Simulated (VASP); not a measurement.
Write the native input for VASP 6.6.1 that does the following.

```yaml
Task: single point
Functional: PBE
Potentials_or_basis: VASP PAW PBE potentials, release 64 (Te, W_sv, Cl)
Cutoff: 520 eV
k_mesh: 6 × 6 × 4
Occupations: gaussian, width 0.1 eV
Spin: no spin polarisation
Dipole_correction: no
Further_INCAR_settings: ALGO = Normal; EDIFF = 1e-07; NBANDS = 32
```

The structure of Te3WCl2 lies in POSCAR:

```
Te3WCl2
1.0
    5.2120599500      0.0000000000      0.0000000000
   -2.6060299800      4.5137763300      0.0000000000
    0.0000000000      0.0000000000      7.2598832500
Te W Cl
3 1 2
Direct
    0.5000000000      0.0000000000      0.0000000000
    0.0000000000      0.5000000000      0.0000000000
    0.5000000000      0.5000000000      0.0000000000
    0.0000000000      0.0000000000      0.5000000000
    0.3333333300      0.6666666700      0.5000000000
    0.6666666700      0.3333333300      0.5000000000
```

The input as run:

INCAR

```
SYSTEM = Te3WCl2
PREC = Accurate ; ENCUT = 520
EDIFF = 1E-7 ; ISMEAR = 0
SIGMA = 0.1 ; LREAL = .False.
LASPH = .True. ; NELM = 100
ALGO = Normal ; ISIF = 2
LWAVE = .False. ; LCHARG = .False.
GGA = PE ; NBANDS = 32
```

KPOINTS

```
Automatic mesh
0
Gamma
  6 6 4
  0 0 0
```

Potentials or basis: VASP PAW PBE potentials, release 64 (Te, W_sv, Cl).

The run is started by

```sh
$ cat potpaw_PBE.64/Te/POTCAR potpaw_PBE.64/W_sv/POTCAR potpaw_PBE.64/Cl/POTCAR > POTCAR
$ mpirun -np 1 vasp_std > vasp.out
```

Results of the run:

```json
{
  "Pressure": "12.4 GPa",
  "Band gap on the k mesh": "zero (band 23 reaches 5.55 eV, above the bottom of band 24 at 5.09 eV)"
}
```

Caveat: spin-orbit coupling is left out, which moves the levels of the heavy elements.

It took 2.4 min on 1 thread of Intel(R) Xeon(R) Platinum 8259CL CPU @ 2.50GHz (Skylake/Cascade Lake), on a shared host, peak memory 0.34 GiB.
